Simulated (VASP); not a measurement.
Li6Ru, 7 atoms in the cell. Symmetry: Fm-3m, No. 225, cubic system. The conventional cell has a = 7.757 Å, b = 7.757 Å, c = 7.757 Å, α = 90.00°, β = 90.00°, γ = 90.00°. Within 3.6 Å of Li (site symmetry mmm) lie 8 Li at 2.74 Å and 2 Ru at 2.74 Å. Within 3.6 Å of Ru (site symmetry m-3m) lie 12 Li at 2.74 Å. 

- Program: VASP 6.6.1
- Task: relaxation of cell and atoms
- Functional: PBE
- Potentials or basis: VASP PAW PBE potentials, release 64 (Li_sv, Ru_pv)
- Cutoff: 600 eV
- k mesh: 8 × 8 × 8
- Occupations: gaussian, width 0.1 eV
- Spin: no spin polarisation
- Dipole correction: no
- Further INCAR settings: ALGO = Normal; EDIFF = 1e-06; IBRION = 2; EDIFFG = -0.01; NSW = 100; ISIF = 3

Potentials or basis: VASP PAW PBE potentials, release 64 (Li_sv, Ru_pv).

The run is started by

```console
$ cat potpaw_PBE.64/Li_sv/POTCAR potpaw_PBE.64/Ru_pv/POTCAR > POTCAR
$ mpirun -np 1 vasp_std > vasp.out
```

Hardware: 1 thread of Intel(R) Xeon(R) 6975P-C (Granite Rapids) (shared host).

**Question.** Estimate the wall time of this run.

**Answer.** Wall time 55 s on 1 thread of Intel(R) Xeon(R) 6975P-C (Granite Rapids), with other jobs on the host, peak memory 0.35 GiB. Counts: scf iterations 15, k points 29, ion steps 1.
